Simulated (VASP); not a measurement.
Input of a VASP 6.6.1 run:

The input INCAR:

```
SYSTEM = InAs
PREC = Accurate ; ENCUT = 500
EDIFF = 1E-6 ; ISMEAR = 1
SIGMA = 0.001 ; LREAL = .FALSE.
LASPH = .TRUE. ; NELM = 120
ALGO = Normal ; ISIF = 2
LWAVE = .FALSE. ; LCHARG = .FALSE.
GGA = PS ; NBANDS = 26
GGA_COMPAT = .FALSE.
```

The input KPOINTS:

```
Automatic mesh
0
G
  6 6 4
  0 0 0
```

POSCAR

```
InAs
1.0
    3.9653011097      0.0000000000      0.0000000000
   -1.9826505549      3.4340514946      0.0000000000
    0.0000000000      0.0000000000      6.8488974507
In As
2 2
Direct
    0.0000000000      0.0000000000      0.0000000000
    0.0000000000      0.0000000000      0.5000000000
    0.3333333333      0.6666666667      0.2500000000
    0.6666666667      0.3333333333      0.7500000000
```

Potentials or basis: VASP PAW PBE potentials, release 64 (In_d, As).

Command:

```sh
$ cat potpaw_PBE.64/In_d/POTCAR potpaw_PBE.64/As/POTCAR > POTCAR
$ mpirun -np 1 vasp_std > vasp.out
```

Task: Predict the band gap on the k mesh.

Result: Zero (band 18 reaches 6.53 eV, above the bottom of band 19 at 3.50 eV).

Task: Estimate the pressure.

Result: -1.0 GPa.

Stress tensor (GPa, compression positive):
```
-1.40  0.00  0.00
 0.00 -1.40  0.00
 0.00  0.00 -0.34
```

Caveat: the PAW data sets were made with another functional, which shifts forces and pressure a little; spin-orbit coupling is left out, which moves the levels of the heavy elements.
